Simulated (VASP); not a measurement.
# AlCu3 (R-3m) in VASP: further runs

Runs on AlCu3. Level: LDA. Tasks: single point.

Everything below comes from runs of VASP 6.6.1. Logs are shortened: lines on timing, memory, paths and dates and some standing lists are left out, and cuts for length are marked.

**1. The cell of the first run**

Symmetry: R-3m, No. 166, trigonal system. Conventional cell: a = 4.112 Å, b = 4.112 Å, c = 9.479 Å, α = 90.00°, β = 90.00°, γ = 120.00°. Within 3.1 Å of Al (site symmetry -3m) lie 14 Cu at 2.37 to 2.85 Å. Within 3.1 Å of Cu (site symmetry -3m) lie 8 Cu at 2.37 to 2.50 Å and 6 Al at 2.85 Å. Within 3.1 Å of Cu (site symmetry 3m) lie 4 Al at 2.37 to 2.50 Å and 10 Cu at 2.37 to 2.85 Å.

**2. Single point, LDA (11.57 Å³/atom)**

INCAR reads:

```
PREC = Accurate ; ENCUT = 520
EDIFF = 1E-7 ; ISMEAR = 0
SIGMA = 0.15 ; LREAL = F
LASPH = T ; NELM = 60
ALGO = Fast ; ISIF = 2
LWAVE = F ; LCHARG = T
LELF = T ; LVHAR = T
NBANDS = 26
```

KPOINTS reads:

```
regular mesh
0
Gamma
  14 14 14
```

POSCAR reads:

```
AlCu3
1.0
   -0.1141726606      2.7934502743      2.7934502743
    2.7934502743     -0.1141726606      2.7934502743
    2.7934502743      2.7934502743     -0.1141726606
Al Cu
1 3
Direct
    0.0000000000      0.0000000000      0.0000000000
    0.5000000000      0.5000000000      0.5000000000
    0.2500000000      0.2500000000      0.2500000000
    0.7500000000      0.7500000000      0.7500000000
```

Potentials or basis: VASP PAW LDA potentials, release 64 (Al, Cu).

The run is started by

```console
$ cat potpaw_LDA.64/Al/POTCAR potpaw_LDA.64/Cu/POTCAR > POTCAR
$ mpirun -np 1 vasp_std > vasp.out
```

OUTCAR:

```text
PREC = Accurate
   ENCUT = 520
   EDIFF = 1E-7
   ISMEAR = 0
   LREAL = F
   LASPH = T
   NELM = 60
   ISIF = 2

 ion  position               nearest neighbor table
   1  0.000  0.000  0.000-   3 2.37   4 2.37   4 2.50   3 2.50   4 2.50   4 2.50   3 2.50   3 2.50
                             2 2.85   2 2.85   2 2.85   2 2.85   2 2.85   2 2.85
   2  0.500  0.500  0.500-   3 2.37   4 2.37   3 2.50   4 2.50   3 2.50   3 2.50   4 2.50   4 2.50
                             1 2.85   1 2.85   1 2.85   1 2.85   1 2.85   1 2.85
   3  0.250  0.250  0.250-   1 2.37   2 2.37   1 2.50   2 2.50   1 2.50   1 2.50   2 2.50   2 2.50

   4  0.750  0.750  0.750-   1 2.37   2 2.37   2 2.50   1 2.50   2 2.50   2 2.50   1 2.50   1 2.50

  LATTYP: Found a trigonal (rhomboedric) cell.
 ALAT       =     3.9521847460
 COS(alpha) =     0.4587452802

  Lattice vectors:

 A1 = (  -0.1141726606,   2.7934502743,   2.7934502743)
 A2 = (   2.7934502743,  -0.1141726606,   2.7934502743)
 A3 = (   2.7934502743,   2.7934502743,  -0.1141726606)

Analysis of symmetry for initial positions (statically):
=====================================================================
 Subroutine PRICEL returns:
 Original cell was already a primitive cell.

 Routine SETGRP: Setting up the symmetry group for a
 trigonal (rhombohedral) supercell.

 Subroutine GETGRP returns: Found 12 space group operations
 (whereof 12 operations were pure point group operations)
 out of a pool of 12 trial point group operations.

The static configuration has the point symmetry D_3d.

Analysis of symmetry for dynamics (positions and initial velocities):
=====================================================================
 Subroutine PRICEL returns:
 Original cell was already a primitive cell.

 Routine SETGRP: Setting up the symmetry group for a
 trigonal (rhombohedral) supercell.

 Subroutine GETGRP returns: Found 12 space group operations
 (whereof 12 operations were pure point group operations)
 out of a pool of 12 trial point group operations.

The dynamic configuration has the point symmetry D_3d.

 Subroutine INISYM returns: Found 12 space group operations
 (whereof 12 operations are pure point group operations),
 and found     1 'primitive' translations

----------------------------------------------------------------------------------------

                                     Primitive cell
[... 94 lines left out ...]
   NELM   =     60;   NELMIN=  2; NELMDL= -5     # of ELM steps
   EDIFF  = 0.1E-06   stopping-criterion for ELM
   LREAL  =      F    real-space projection
   EDIFFG = 0.1E-05   stopping-criterion for IOM
   NSW    =      0    number of steps for IOM
   IBRION =     -1    ionic relax: 0-MD 1-quasi-New 2-CG
   NFREE  =      0    steps in history (QN), initial steepest desc. (CG)
   ISIF   =      2    stress and relaxation
   ISYM   =      2    0-nonsym 1-usesym 2-fastsym
   POTIM  = 0.5000    time-step for ionic-motion
   TEBEG  =    0.0;   TEEND  =   0.0 temperature during run
   PSTRESS=    0.0 pullay stress
   NELECT =      36.0000    total number of electrons
   NUPDOWN=      -1.0000    fix difference up-down
   EMIN   =  10.00;   EMAX   =-10.00  energy-range for DOS
   EFERMI =   0.00;   METHOD = LEGACY
   ISMEAR =     0;   SIGMA  =   0.15  broadening in eV -4-tet -1-fermi 0-gaus
   EFERMI_NEDOS =   21; number of points for ismear=-14 and -15
   IALGO  =     68    algorithm
   IMIX   =      4    mixing-type and parameters
     AMIX     =   0.40;   BMIX     =  1.00
     AMIX_MAG =   1.60;   BMIX_MAG =  1.00
  volume/ion in A,a.u.               =      11.57        78.06
  Fermi-wavevector in a.u.,A,eV,Ry     =   1.505737  2.845429 30.847707  2.267243
  Thomas-Fermi vector in A             =   2.616546
   LORBIT       =      0    0 simple, 1 ext, 2 COOP (PROOUT), +10 PAW based schemes
   GGA     = CA    functional components
   LHFCALC =     F    Hartree Fock is set to
   AEXX    =    0.0000 exact exchange contribution
   IVDW    =     0    specifies the selected vdW correction
   LEPSILON=     F    determine dielectric tensor
   LRPA    =     F    only Hartree local field effects (RPA)
 non-spin polarized calculation
 RMM-DIIS sequential band-by-band and
 Gauss-broadening in eV      SIGMA  =   0.15
  energy-cutoff  :      520.00
  volume of cell :       46.27
 maximum number of plane-waves:      1265
 NGX is ok and might be reduce to    30
   NGX = 15   NGY = 15   NGZ = 15

 number of electron      35.9999972 magnetization

 Free energy of the ion-electron system (eV)
  ---------------------------------------------------
  ext. energy  EPLUGINS =         0.00000000
  ---------------------------------------------------
  free energy    TOTEN  =       -18.95868178 eV

  energy without entropy =      -18.94728118  energy(sigma->0) =      -18.95298148

 E-fermi :   9.0297     XC(G=0): -12.8524

 val. band max:        9.0288450244   @ k =  -0.3571   0.2857   0.0714
 cond. band min:       9.0408523158   @ k =   0.3571   0.2143   0.2143
 fundamental gap:      0.0120072914
 Fermi energy:         9.0296697841

 k-point     1 :       0.0000    0.0000    0.0000
  band No.  band energies     occupation
      1      -1.9200      2.00000
      2       3.9907      2.00000
      3       3.9907      2.00000
      4       4.0811      2.00000
      5       4.0811      2.00000
      6       4.1337      2.00000
[... 685 lines left out ...]
     25      17.7856      0.00000
     26      19.4011      0.00000

 [... further k-points ...]

------------------------ aborting loop because EDIFF is reached ----------------------------------------

  FORCE on cell =-STRESS in cart. coord.  units (eV):
  Direction    XX          YY          ZZ          XY          YZ          ZX
  --------------------------------------------------------------------------------------
  -------------------------------------------------------------------------------------
  Total        0.4371007      0.4371007      0.4371007      1.6512507      1.6512507      1.6512507
  in kB       15.1360315     15.1360315     15.1360315     57.1799238     57.1799238     57.1799238
  external PRESSURE =      15.1360315 kB  Pullay stress =       0.0000000 kB

 VOLUME and BASIS-vectors are now :
 -----------------------------------------------------------------------------
  energy-cutoff  :      520.00
  volume of cell :       46.27
      direct lattice vectors                 reciprocal lattice vectors
    -0.114172661  2.793450274  2.793450274    -0.168374289  0.175549260  0.175549260
     2.793450274 -0.114172661  2.793450274     0.175549260 -0.168374289  0.175549260
     2.793450274  2.793450274 -0.114172661     0.175549260  0.175549260 -0.168374289

 POSITION                                       TOTAL-FORCE (eV/Angst)
 -----------------------------------------------------------------------------------
      0.00000      0.00000      0.00000         0.000000      0.000000      0.000000
      2.73636      2.73636      2.73636         0.000000      0.000000      0.000000
      1.36818      1.36818      1.36818        -0.005088     -0.005088     -0.005088
      4.10455      4.10455      4.10455         0.005088      0.005088      0.005088
 -----------------------------------------------------------------------------------
    total drift:                                0.000000     -0.000000      0.000000

  FREE ENERGIE OF THE ION-ELECTRON SYSTEM (eV)
  ---------------------------------------------------
  free  energy   TOTEN  =       -18.9586817803 eV

  energy  without entropy=      -18.9472811828  energy(sigma->0) =      -18.95298148
```

OSZICAR:

```text
N       E                     dE             d eps       ncg     rms          rms(c)
DAV:   1     0.251755809162E+03    0.25176E+03   -0.15559E+04 15672   0.224E+03
DAV:   2    -0.314120291266E+01   -0.25490E+03   -0.24381E+03 14988   0.357E+02
DAV:   3    -0.227561041619E+02   -0.19615E+02   -0.18614E+02 16982   0.140E+02
DAV:   4    -0.231962295662E+02   -0.44013E+00   -0.43870E+00 21644   0.247E+01
DAV:   5    -0.232030757822E+02   -0.68462E-02   -0.68453E-02 22868   0.245E+00    0.167E+01
RMM:   6    -0.214526110348E+02    0.17505E+01   -0.39938E+01 16998   0.991E+01    0.109E+01
RMM:   7    -0.189735316852E+02    0.24791E+01   -0.95572E+00 16399   0.513E+01    0.178E+00
RMM:   8    -0.189573646924E+02    0.16167E-01   -0.23673E-01 18653   0.609E+00    0.605E-01
RMM:   9    -0.189583027533E+02   -0.93806E-03   -0.88745E-02 18411   0.280E+00    0.348E-01
RMM:  10    -0.189576965943E+02    0.60616E-03   -0.23283E-02 18211   0.200E+00    0.137E-01
RMM:  11    -0.189585412713E+02   -0.84468E-03   -0.10348E-02 20191   0.797E-01    0.787E-02
RMM:  12    -0.189586118197E+02   -0.70548E-04   -0.17703E-03 19768   0.440E-01    0.351E-02
RMM:  13    -0.189586780737E+02   -0.66254E-04   -0.76280E-04 22355   0.204E-01    0.135E-02
RMM:  14    -0.189586810908E+02   -0.30172E-05   -0.57090E-05 21713   0.627E-02    0.827E-03
RMM:  15    -0.189586822109E+02   -0.11200E-05   -0.83785E-06 21765   0.199E-02    0.623E-03
RMM:  16    -0.189586817642E+02    0.44661E-06   -0.20103E-06 17897   0.201E-02    0.188E-03
RMM:  17    -0.189586817803E+02   -0.16043E-07   -0.50881E-07 13324   0.616E-03
   1 F= -.18958682E+02 E0= -.18952981E+02  d E =-.114006E-01
```

stdout:

```text
POSCAR found type information on POSCAR AlCu
 POSCAR found :  2 types and       4 ions
 scaLAPACK will be used
 LDA part: xc-table for (Slater(with rela. corr.)+CA(PZ))
 , standard interpolation
 POSCAR, INCAR and KPOINTS ok, starting setup
 FFT: planning ... GRIDC
 FFT: planning ... GRID_SOFT
 FFT: planning ... GRID
 WAVECAR not read
 entering main loop
```

It took 5.5 min on 1 thread of Intel Xeon 6975P-C (Granite Rapids), shared host; peak memory 0.37 GiB.

What came out:

* Free energy: -18.9587 eV
* Pressure: 1.5 GPa
* Largest force: 0.009 eV/Å
* Band gap on the k mesh: zero (bands 18 and 19 overlap by 5.64 eV)

Forces in eV/Å, atoms in the order of the input:
```
Al   0.000  0.000  0.000
Cu   0.000  0.000  0.000
Cu  -0.005 -0.005 -0.005
Cu   0.005  0.005  0.005
```

Stress tensor (GPa, compression positive):
```
1.51 5.72 5.72
5.72 1.51 5.72
5.72 5.72 1.51
```

**3. Single point, LDA (11.57 Å³/atom)**

INCAR reads:

```
SYSTEM = AlCu3
PREC     = Accurate       ! precision mode
ENCUT    = 520            ! plane-wave cutoff, eV
EDIFF    = 1E-6           ! SCF threshold, eV
ISMEAR   = 0              ! smearing method
SIGMA    = 0.15           ! smearing width, eV
LREAL    = .FALSE.        ! projectors in reciprocal space
LASPH    = .TRUE.         ! aspherical terms in the spheres
NELM     = 100            ! most SCF steps
ALGO     = Fast           ! electronic algorithm
ISIF     = 2              ! what is computed and relaxed
LWAVE    = .FALSE.        ! write WAVECAR
LCHARG   = .FALSE.        ! write CHGCAR
NBANDS   = 26             ! bands
```

KPOINTS reads:

```
regular mesh
0
G
  14 14 14
  0 0 0
```

POSCAR reads:

```
AlCu3
1.0
   -0.3358609442      2.6917317018      2.6917317018
    2.6917317018     -0.3358609442      2.6917317018
    2.6917317018      2.6917317018     -0.3358609442
Al Cu
1 3
Direct
    0.0000000000      0.0000000000      0.0000000000
    0.5000000000      0.5000000000      0.5000000000
    0.2500000000      0.2500000000      0.2500000000
    0.7500000000      0.7500000000      0.7500000000
```

Potentials or basis: VASP PAW LDA potentials, release 64 (Al, Cu).

The run is started by

```console
$ cat potpaw_LDA.64/Al/POTCAR potpaw_LDA.64/Cu/POTCAR > POTCAR
$ mpirun -np 1 vasp_std > vasp.out
```

It took 2.5 min on 1 thread of Intel Xeon 6975P-C (Granite Rapids), shared host; peak memory 0.36 GiB.

The run converged. Its results:

```
Free energy            : -18.0211 eV
Pressure               : 9.2 GPa
Largest force          : 0.103 eV/Å
Band gap on the k mesh : zero (bands 18 and 19 overlap by 5.28 eV)
```

Forces on the atoms (eV/Å):
```
Al   0.000  0.000  0.000
Cu   0.000  0.000  0.000
Cu  -0.059 -0.059 -0.059
Cu   0.059  0.059  0.059
```

Stress tensor (GPa, compression positive):
```
 9.17 22.13 22.13
22.13  9.17 22.13
22.13 22.13  9.17
```

Levels at points of the mesh, in eV from the Fermi level:
| k point | band 14 | band 15 | band 16 | band 17 | band 18 | band 19 | band 20 | band 21 | band 22 | band 23 |
| --- | --- | --- | --- | --- | --- | --- | --- | --- | --- | --- |
| (0.00, 0.00, 0.00) | -2.87 | -2.63 | -2.63 | 3.06 | 3.06 | 3.26 | 3.74 | 3.74 | 3.80 | 6.11 |
| (0.50, 0.00, 0.00) | -2.81 | -2.67 | -2.62 | -2.37 | 2.62 | 2.84 | 2.85 | 3.24 | 5.30 | 7.18 |
| (0.50, 0.50, 0.00) | -2.91 | -2.68 | -2.63 | -2.38 | -2.37 | -1.25 | 1.03 | 3.58 | 9.88 | 10.23 |
| (0.50, 0.50, 0.50) | -3.09 | -2.59 | -2.59 | -2.33 | 1.68 | 1.68 | 2.06 | 2.08 | 2.08 | 4.01 |

Caveat: the cell stands under pressure.
